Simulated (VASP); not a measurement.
# RbGe2: relaxation of cell and atoms with PBE

Crystal: RbGe2.

```
CELL_PARAMETERS angstrom
2.87576 1.66032 3.17466
-2.87576 1.66032 3.17466
0.00000 -3.32064 3.17466
ATOMIC_POSITIONS crystal
Rb 0.50000 0.50000 0.50000
Ge 0.86938 0.86938 0.86938
Ge 0.13062 0.13062 0.13062
```

| Property | Result |
| --- | --- |
| Program | VASP 6.6.1 |
| Task | relaxation of cell and atoms |
| Functional | PBE |
| Potentials or basis | VASP PAW PBE potentials, release 64 (Rb_sv, Ge_d) |
| Cutoff | 600 eV |
| k mesh | 12 × 12 × 12 |
| Occupations | gaussian, width 0.1 eV |
| Spin | no spin polarisation |
| Dipole correction | no |
| Further INCAR settings | ALGO = Normal; EDIFF = 1e-06; IBRION = 2; EDIFFG = -0.01; NSW = 100; ISIF = 3 |

```yaml
Relaxed_volume: 30.82 Å³/atom
Relaxed_cell: a = 4.614 Å, b = 4.614 Å, c = 4.614 Å, α = 77.91°, β = 77.91°, γ = 77.91°
Space_group_after_relaxing_to_0.05_Å: R-3m (No. 166)
Energy_gained_by_relaxing: 0.8 meV/atom
Ionic_steps: 11
Pressure_after_relaxing: 0.0 GPa
Largest_force_after_relaxing: 0.008 eV/Å
```

Forces in eV/Å, atoms in the order of the input:
```
Rb   0.000  0.000  0.000
Ge   0.000  0.000  0.008
Ge   0.000  0.000 -0.008
```

The path:
| step | energy change (eV) | largest force (eV/Å) | pressure (GPa) | volume (Å³) |
| --- | --- | --- | --- | --- |
| 1 | 0.0000 | 0.0939 | 0.11 | 90.95 |
| 2 | -0.0015 | 0.0349 | 0.15 | 91.23 |
| 3 | -0.0018 | 0.0115 | 0.20 | 91.44 |
| 4 | -0.0023 | 0.0108 | 0.04 | 92.11 |
| 5 | -0.0022 | 0.0232 | -0.05 | 92.49 |
| 6 | -0.0023 | 0.0184 | 0.23 | 92.29 |
| 7 | -0.0022 | 0.0223 | -0.05 | 92.46 |
| 8 | -0.0023 | 0.0207 | 0.07 | 92.37 |
| 9 | -0.0022 | 0.0213 | -0.12 | 92.43 |
| 10 | -0.0023 | 0.0223 | 0.00 | 92.40 |
| 11 | -0.0023 | 0.0076 | -0.02 | 92.47 |

Final structure:
```xyz
3
Lattice="2.9007 1.6747 3.1727 -2.9007 1.6747 3.1727 0.0000 -3.3494 3.1727" Properties=species:S:1:pos:R:3 pbc="T T T"
Rb    0.0000    0.0000    4.7590
Ge    0.0000    0.0000    8.2856
Ge    0.0000    0.0000    1.2325
```

Levels at points of the mesh, in eV from the Fermi level:
```csv
k point,band 16,band 17,band 18,band 19,band 20,band 21,band 22
"(0.00, 0.00, 0.00)",-4.82,-0.86,-0.40,-0.40,0.91,0.91,4.45
"(0.50, 0.00, 0.00)",-6.16,-1.37,-0.77,0.19,0.76,3.00,3.07
"(0.50, 0.50, 0.00)",-6.25,-1.88,-1.52,0.16,0.70,2.93,4.11
"(0.50, 0.50, 0.50)",-7.11,-2.15,-2.15,-1.36,2.64,2.64,4.64
```

Wall time 35 min on 1 thread of AMD EPYC 7R43 64-Core Processor (Zen 3) (shared host), peak memory 0.54 GiB.
